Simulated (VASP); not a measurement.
# Cr (Im-3m) in VASP: a series of runs

Runs on Cr. Level: r2SCAN. Tasks: single point.

Program: VASP 6.6.1. These are calculated values, not measurements. Logs are shortened: lines on timing, memory, paths and dates and some standing lists are left out, and cuts for length are marked.

## Step 1: The cell of the first run

It takes space group Im-3m (No. 229, cubic). Conventional cell: a = 2.830 Å, b = 2.830 Å, c = 2.830 Å, α = 90.00°, β = 90.00°, γ = 90.00°. Cr (site symmetry m-3m) has 14 Cr at 2.45 to 2.83 Å within 3.2 Å.

## Step 2: Single point, r2SCAN, collinear spin, ferromagnetic start

POSCAR reads:

```
Cr
1.0
   -1.4148813462      1.4148813462      1.4148813462
    1.4148813462     -1.4148813462      1.4148813462
    1.4148813462      1.4148813462     -1.4148813462
Cr
1
Direct
    0.0000000000      0.0000000000      0.0000000000
```

INCAR.step1 reads:

```
PREC = Accurate
ENCUT = 520
ISMEAR = -1
SIGMA = 0.05
LREAL = F
LASPH = T
NELM = 150
ISPIN = 2
MAGMOM = 1.5
LMAXMIX = 4
NBANDS = 16
GGA = PE
ALGO = Normal
EDIFF = 1E-4
LWAVE = T
LCHARG = F
```

INCAR.step2 reads:

```
PREC = Accurate
ENCUT = 520
EDIFF = 1E-7
ISMEAR = -1
SIGMA = 0.05
LREAL = F
LASPH = T
NELM = 150
ALGO = Normal
ISIF = 2
LWAVE = F
LCHARG = F
ISPIN = 2
MAGMOM = 1.5
LORBIT = 11
LMAXMIX = 4
METAGGA = R2SCAN
LMIXTAU = T
NBANDS = 16
ISTART = 1
```

KPOINTS reads:

```
Automatic mesh
0
Gamma
  4 4 4
```

Potentials or basis: VASP PAW PBE potentials, release 64 (Cr_pv).

On the command line:

```sh
cat potpaw_PBE.64/Cr_pv/POTCAR > POTCAR
cp INCAR.step1 INCAR
mpirun -np 1 vasp_std > vasp.out
cp INCAR.step2 INCAR
mpirun -np 1 vasp_std > vasp.out
```

OUTCAR:

```text
PREC = Accurate
   ENCUT = 520
   EDIFF = 1E-7
   ISMEAR = -1
   LREAL = F
   LASPH = T
   NELM = 150
   ISIF = 2
   ISPIN = 2
   LORBIT = 11
   METAGGA = R2SCAN
   ISTART = 1

 ion  position               nearest neighbor table
   1  0.000  0.000  0.000-

  LATTYP: Found a body centered cubic cell.
 ALAT       =     2.8297626924

  Lattice vectors:

 A1 = (  -1.4148813462,   1.4148813462,   1.4148813462)
 A2 = (   1.4148813462,  -1.4148813462,   1.4148813462)
 A3 = (   1.4148813462,   1.4148813462,  -1.4148813462)

Analysis of symmetry for initial positions (statically):
=====================================================================
 Subroutine PRICEL returns:
 Original cell was already a primitive cell.

 Routine SETGRP: Setting up the symmetry group for a
 body centered cubic supercell.

 Subroutine GETGRP returns: Found 48 space group operations
 (whereof 48 operations were pure point group operations)
 out of a pool of 48 trial point group operations.

The static configuration has the point symmetry O_h .

Analysis of symmetry for dynamics (positions and initial velocities):
=====================================================================
 Subroutine PRICEL returns:
 Original cell was already a primitive cell.

 Routine SETGRP: Setting up the symmetry group for a
 body centered cubic supercell.

 Subroutine GETGRP returns: Found 48 space group operations
 (whereof 48 operations were pure point group operations)
 out of a pool of 48 trial point group operations.

The dynamic configuration has the point symmetry O_h .

Analysis of structural, dynamic, and magnetic symmetry:
=====================================================================
 Subroutine PRICEL returns:
 Original cell was already a primitive cell.

 Routine SETGRP: Setting up the symmetry group for a
 body centered cubic supercell.

 Subroutine GETGRP returns: Found 48 space group operations
 (whereof 48 operations were pure point group operations)
 out of a pool of 48 trial point group operations.

The overall configuration has the point symmetry O_h .

 Subroutine INISYM returns: Found 48 space group operations
 (whereof 48 operations are pure point group operations),
 and found     1 'primitive' translations

----------------------------------------------------------------------------------------

                                     Primitive cell

  volume of cell :      11.3297

  direct lattice vectors                    reciprocal lattice vectors
    -1.414881346  1.414881346  1.414881346     0.000000000  0.353386523  0.353386523
     1.414881346 -1.414881346  1.414881346     0.353386523  0.000000000  0.353386523
     1.414881346  1.414881346 -1.414881346     0.353386523  0.353386523  0.000000000

  length of vectors
     2.450646378  2.450646378  2.450646378     0.499764014  0.499764014  0.499764014

  position of ions in fractional coordinates (direct lattice)
     0.000000000  0.000000000  0.000000000

  ion indices of the primitive-cell ions
   primitive index   ion index
                 1           1

----------------------------------------------------------------------------------------

 KPOINTS: Automatic mesh

Automatic generation of k-mesh.
 Grid dimensions read from file:
 generate k-points for:    4    4    4

 Generating k-lattice:

  Cartesian coordinates                     Fractional coordinates (reciprocal lattice)
     0.000000000  0.088346631  0.088346631     0.250000000  0.000000000  0.000000000
     0.088346631  0.000000000  0.088346631     0.000000000  0.250000000  0.000000000
     0.088346631  0.088346631  0.000000000     0.000000000  0.000000000  0.250000000

  Length of vectors
     0.124941004  0.124941004  0.124941004

  Shift w.r.t. Gamma in fractional coordinates (k-lattice)
     0.000000000  0.000000000  0.000000000

 Subroutine IBZKPT returns following result:
 ===========================================

 Found      8 irreducible k-points:

 Following reciprocal coordinates:
            Coordinates               Weight
  0.000000  0.000000  0.000000      1.000000
  0.250000  0.000000  0.000000     12.000000
  0.500000  0.000000  0.000000      6.000000
  0.250000  0.250000  0.000000     24.000000
  0.250000  0.250000  0.250000      2.000000
 -0.250000  0.250000  0.250000      6.000000
  0.500000  0.500000  0.250000     12.000000
  0.500000  0.500000  0.500000      1.000000
   k-points           NKPTS =      8   k-points in BZ     NKDIM =      8   number of bands    NBANDS=     16
   number of dos      NEDOS =    301   number of ions     NIONS =      1
   total plane-waves  NPLWV =   5832
   dimension x,y,z NGX =    18 NGY =   18 NGZ =   18
   dimension x,y,z NGXF=    36 NGYF=   36 NGZF=   36
   ions per type =               1
   NGX,Y,Z   is equivalent  to a cutoff of  12.21, 12.21, 12.21 a.u.
   NGXF,Y,Z  is equivalent  to a cutoff of  24.42, 24.42, 24.42 a.u.
 SYSTEM =  unknown system
   PREC   = accura    normal or accurate (medium, high low for compatibility)
   ISTART =      1    job   : 0-new  1-cont  2-samecut
   ICHARG =      0    charge: 1-file 2-atom 10-const
   ISPIN  =      2    spin polarized calculation?
   LNONCOLLINEAR =      F non collinear calculations
   LSORBIT =      F    spin-orbit coupling
   LASPH  =      T    aspherical Exc in radial PAW
   ENCUT  =  520.0 eV  38.22 Ry    6.18 a.u.   4.56  4.56  4.56*2*pi/ulx,y,z
   NELM   =    150;   NELMIN=  2; NELMDL=  0     # of ELM steps
   EDIFF  = 0.1E-06   stopping-criterion for ELM
   LREAL  =      F    real-space projection
   EDIFFG = 0.1E-05   stopping-criterion for IOM
   NSW    =      0    number of steps for IOM
   IBRION =     -1    ionic relax: 0-MD 1-quasi-New 2-CG
   NFREE  =      0    steps in history (QN), initial steepest desc. (CG)
   ISIF   =      2    stress and relaxation
   ISYM   =      2    0-nonsym 1-usesym 2-fastsym
   POTIM  = 0.5000    time-step for ionic-motion
   TEBEG  =    0.0;   TEEND  =   0.0 temperature during run
   PSTRESS=    0.0 pullay stress
   NELECT =      12.0000    total number of electrons
   NUPDOWN=      -1.0000    fix difference up-down
   EMIN   =  10.00;   EMAX   =-10.00  energy-range for DOS
   EFERMI =   0.00;   METHOD = LEGACY
   ISMEAR =    -1;   SIGMA  =   0.05  broadening in eV -4-tet -1-fermi 0-gaus
   EFERMI_NEDOS =   21; number of points for ismear=-14 and -15
   IALGO  =     38    algorithm
   IMIX   =      4    mixing-type and parameters
     AMIX     =   0.40;   BMIX     =  1.00
     AMIX_MAG =   1.60;   BMIX_MAG =  1.00
  volume/ion in A,a.u.               =      11.33        76.46
  Fermi-wavevector in a.u.,A,eV,Ry     =   1.668765  3.153509 37.889194  2.784777
  Thomas-Fermi vector in A             =   2.754555
   LORBIT       =     11    0 simple, 1 ext, 2 COOP (PROOUT), +10 PAW based schemes
   METAGGA = R2SCAN    functional components
   LHFCALC =     F    Hartree Fock is set to
   AEXX    =    0.0000 exact exchange contribution
   IVDW    =     0    specifies the selected vdW correction
   LEPSILON=     F    determine dielectric tensor
   LRPA    =     F    only Hartree local field effects (RPA)
 spin polarized calculation
  energy-cutoff  :      520.00
  volume of cell :       11.33
 maximum number of plane-waves:       321
   NGX =  9   NGY =  9   NGZ =  9

 number of electron      12.0000006 magnetization      -0.0000000

 number of electron      12.0000006 magnetization       0.0000000

 Free energy of the ion-electron system (eV)
  ---------------------------------------------------
  ext. energy  EPLUGINS =         0.00000000
  ---------------------------------------------------
  free energy    TOTEN  =       -14.77255173 eV

  energy without entropy =      -14.77249654  energy(sigma->0) =      -14.77252413

 E-fermi :  11.2833     XC(G=0): -15.0789

 val. band max:       10.8351825051   @ k =  -0.2500   0.2500   0.2500
 cond. band min:      11.7247142441   @ k =   0.5000   0.5000   0.2500
 fundamental gap:      0.8895317390
 Fermi energy:        11.2833022061

 spin component 1

 k-point     1 :       0.0000    0.0000    0.0000
  band No.  band energies     occupation
      1     -32.9208      1.00000
      2     -32.9207      1.00000
      3     -32.9207      1.00000
      4       2.7251      1.00000
      5      10.3244      1.00000
      6      10.3245      1.00000
[... 8 lines left out ...]
     15      42.5962      0.00000
     16      47.4591      0.00000

 k-point     2 :       0.2500    0.0000    0.0000
  band No.  band energies     occupation
      1     -33.4480      1.00000
      2     -33.0822      1.00000
      3     -32.9244      1.00000
      4       5.1903      1.00000
      5       9.4254      1.00000
      6       9.9705      1.00000
[... 8 lines left out ...]
     15      41.5849      0.00000
     16      42.5974      0.00000
[... 82 lines left out ...]
      4       7.5980      1.00000
      5       8.3687      1.00000
      6      10.7391      0.99998
[... 8 lines left out ...]
     15      42.8426      0.00000
     16      44.6257      0.00000

 k-point     8 :       0.5000    0.5000    0.5000
  band No.  band energies     occupation
      1     -33.6212      1.00000
      2     -33.6212      1.00000
      3     -33.6212      1.00000
      4       6.7688      1.00000
      5       6.7688      1.00000
      6      13.9094      0.00000
[... 8 lines left out ...]
     15      36.7675      0.00000
     16      48.2492      0.00000
 Fermi energy:        11.2833022061

 spin component 2

 k-point     1 :       0.0000    0.0000    0.0000
  band No.  band energies     occupation
      1     -32.9208      1.00000
      2     -32.9207      1.00000
      3     -32.9207      1.00000
      4       2.7251      1.00000
      5      10.3244      1.00000
      6      10.3245      1.00000
[... 8 lines left out ...]
     15      42.5962      0.00000
     16      47.4591      0.00000

 k-point     2 :       0.2500    0.0000    0.0000
  band No.  band energies     occupation
      1     -33.4480      1.00000
      2     -33.0822      1.00000
      3     -32.9244      1.00000
      4       5.1903      1.00000
      5       9.4254      1.00000
      6       9.9705      1.00000
[... 8 lines left out ...]
     15      41.5849      0.00000
     16      42.5974      0.00000
[... 83 lines left out ...]
      5       8.3687      1.00000
      6      10.7391      0.99998
[... 8 lines left out ...]
     15      42.8426      0.00000
     16      44.6257      0.00000

 k-point     8 :       0.5000    0.5000    0.5000
  band No.  band energies     occupation
      1     -33.6212      1.00000
      2     -33.6212      1.00000
      3     -33.6212      1.00000
      4       6.7688      1.00000
      5       6.7688      1.00000
      6      13.9094      0.00000
[... 8 lines left out ...]
     15      36.7675      0.00000
     16      48.2492      0.00000

------------------------ aborting loop because EDIFF is reached ----------------------------------------

  FORCE on cell =-STRESS in cart. coord.  units (eV):
  Direction    XX          YY          ZZ          XY          YZ          ZX
  --------------------------------------------------------------------------------------
  -------------------------------------------------------------------------------------
  Total       -0.0788336     -0.0788336     -0.0788336     -0.0000000     -0.0000000     -0.0000000
  in kB      -11.1481300    -11.1481300    -11.1481300     -0.0000000     -0.0000000     -0.0000000
  external PRESSURE =     -11.1481300 kB  Pullay stress =       0.0000000 kB

 VOLUME and BASIS-vectors are now :
 -----------------------------------------------------------------------------
  energy-cutoff  :      520.00
  volume of cell :       11.33
      direct lattice vectors                 reciprocal lattice vectors
    -1.414881346  1.414881346  1.414881346     0.000000000  0.353386523  0.353386523
     1.414881346 -1.414881346  1.414881346     0.353386523  0.000000000  0.353386523
     1.414881346  1.414881346 -1.414881346     0.353386523  0.353386523  0.000000000

 POSITION                                       TOTAL-FORCE (eV/Angst)
 -----------------------------------------------------------------------------------
      0.00000      0.00000      0.00000         0.000000     -0.000000     -0.000000
 -----------------------------------------------------------------------------------
    total drift:                                0.000000     -0.000000      0.000000

  FREE ENERGIE OF THE ION-ELECTRON SYSTEM (eV)
  ---------------------------------------------------
  free  energy   TOTEN  =       -14.7725517258 eV

  energy  without entropy=      -14.7724965358  energy(sigma->0) =      -14.77252413

 total charge

# of ion       s       p       d       tot
------------------------------------------
    1        0.660   6.402   4.251  11.313

 magnetization (x)

# of ion       s       p       d       tot
------------------------------------------
    1       -0.000  -0.000   0.000  -0.000
```

Run time: 14 s. Hardware: 1 thread of AMD EPYC 7R13 (Zen 3), shared host; peak memory 0.09 GiB.

Results:

- Free energy: -14.7726 eV
- Pressure: -1.1 GPa
- Band gap on the k mesh: zero (filled and empty bands overlap)
- Net moment: 0.00 μB per cell
- Valence electrons inside the program's atomic spheres: Cr 11.31

Caveat: the k points lie up to 0.79 Å⁻¹ apart, too coarse for converged energies and pressures of a metal; the PAW data sets were made with another functional, which shifts forces and pressure a little.

## Step 3: Single point, r2SCAN, collinear spin, ferromagnetic start

POSCAR is that of step 2.

INCAR.step1 reads:

```
ALGO = Normal ; EDIFF = 1E-4
ENCUT = 520 ; GGA = PE
ISMEAR = -1 ; ISPIN = 2
LASPH = True ; LCHARG = False
LMAXMIX = 4 ; LREAL = False
LWAVE = True ; MAGMOM = 1.5
NBANDS = 16 ; NELM = 150
PREC = Accurate ; SIGMA = 0.05
```

INCAR.step2 reads:

```
ALGO = Normal ; EDIFF = 1E-7
ENCUT = 520 ; ISIF = 2
ISMEAR = -1 ; ISPIN = 2
ISTART = 1 ; LASPH = True
LCHARG = False ; LMAXMIX = 4
LMIXTAU = True ; LORBIT = 11
LREAL = False ; LWAVE = False
MAGMOM = 1.5 ; METAGGA = R2SCAN
NBANDS = 16 ; NELM = 150
PREC = Accurate ; SIGMA = 0.05
```

KPOINTS reads:

```
k-points
0
Gamma
  5 5 5
```

Potentials or basis: VASP PAW PBE potentials, release 64 (Cr_pv).

On the command line:

```sh
cat potpaw_PBE.64/Cr_pv/POTCAR > POTCAR
cp INCAR.step1 INCAR
mpirun -np 1 vasp_std > vasp.out
cp INCAR.step2 INCAR
mpirun -np 1 vasp_std > vasp.out
```

Wall time 17 s (1 thread of AMD EPYC 7R13 (Zen 3), shared host); peak memory 0.1 GiB.

It converged, with:

```yaml
Free_energy: -14.8063 eV
Pressure: 1.0 GPa
Band_gap_on_the_k_mesh: zero (filled and empty bands overlap)
Net_moment: 0.00 μB per cell
Valence_electrons_inside_the_program's_atomic_spheres: Cr 11.33
```

Levels at points of the mesh, in eV from the Fermi level:
Spin up:
```tsv
k point	band 4	band 5	band 6	band 7	band 8	band 9
(0.00, 0.00, 0.00)	-8.49	-1.02	-1.02	-1.02	1.39	1.39
```
Spin down:
| k point | band 3 | band 4 | band 5 | band 6 | band 7 | band 8 | band 9 | band 10 |
| --- | --- | --- | --- | --- | --- | --- | --- | --- |
| (0.00, 0.00, 0.00) | -44.37 | -8.49 | -1.02 | -1.02 | -1.02 | 1.39 | 1.39 | 3.12 |

Caveat: the k points lie up to 0.63 Å⁻¹ apart, too coarse for converged energies and pressures of a metal; the PAW data sets were made with another functional, which shifts forces and pressure a little.

## Step 4: Single point, r2SCAN, collinear spin, ferromagnetic start

POSCAR is that of step 3.

INCAR.step1 reads:

```
SYSTEM = Cr
  PREC = Accurate
  ENCUT = 520
  ISMEAR = -1
  SIGMA = 0.05
  LREAL = .FALSE.
  LASPH = .TRUE.
  NELM = 150
  ISPIN = 2
  MAGMOM = 1.5
  LMAXMIX = 4
  NBANDS = 16
  GGA = PE
  ALGO = Normal
  EDIFF = 1E-4
  LWAVE = .TRUE.
  LCHARG = .FALSE.
```

INCAR.step2 reads:

```
SYSTEM = Cr
  PREC = Accurate
  ENCUT = 520
  EDIFF = 1E-7
  ISMEAR = -1
  SIGMA = 0.05
  LREAL = .FALSE.
  LASPH = .TRUE.
  NELM = 150
  ALGO = Normal
  ISIF = 2
  LWAVE = .FALSE.
  LCHARG = .TRUE.
  ISPIN = 2
  MAGMOM = 1.5
  LORBIT = 11
  LMAXMIX = 4
  METAGGA = R2SCAN
  LMIXTAU = .TRUE.
  LELF = .TRUE.
  LVHAR = .TRUE.
  NBANDS = 16
  ISTART = 1
```

KPOINTS reads:

```
Automatic mesh
0
G
  7 7 7
  0 0 0
```

On the command line:

```sh
cat potpaw_PBE.64/Cr_pv/POTCAR > POTCAR
cp INCAR.step1 INCAR
mpirun -np 1 vasp_std > vasp.out
cp INCAR.step2 INCAR
mpirun -np 1 vasp_std > vasp.out
```

Run time: 30 s. Hardware: 1 thread of AMD EPYC 7R13 (Zen 3), shared host; peak memory 0.1 GiB.

The run converged. Its results:

```
Free energy                                           : -14.7826 eV
Pressure                                              : 0.5 GPa
Band gap on the k mesh                                : zero (filled and empty bands overlap)
Net moment                                            : 0.00 μB per cell
Valence electrons inside the program's atomic spheres : Cr 11.32
```

Levels at points of the mesh, in eV from the Fermi level:
Spin up:
```tsv
k point	band 3	band 4	band 5	band 6	band 7	band 8	band 9	band 10
(0.00, 0.00, 0.00)	-44.35	-8.58	-1.05	-1.05	-1.05	1.39	1.39	3.21
```
Spin down:
| k point | band 4 | band 5 | band 6 | band 7 | band 8 | band 9 |
| --- | --- | --- | --- | --- | --- | --- |
| (0.00, 0.00, 0.00) | -8.58 | -1.05 | -1.05 | -1.05 | 1.39 | 1.39 |

Caveat: the k points lie up to 0.45 Å⁻¹ apart, too coarse for converged energies and pressures of a metal; the PAW data sets were made with another functional, which shifts forces and pressure a little.
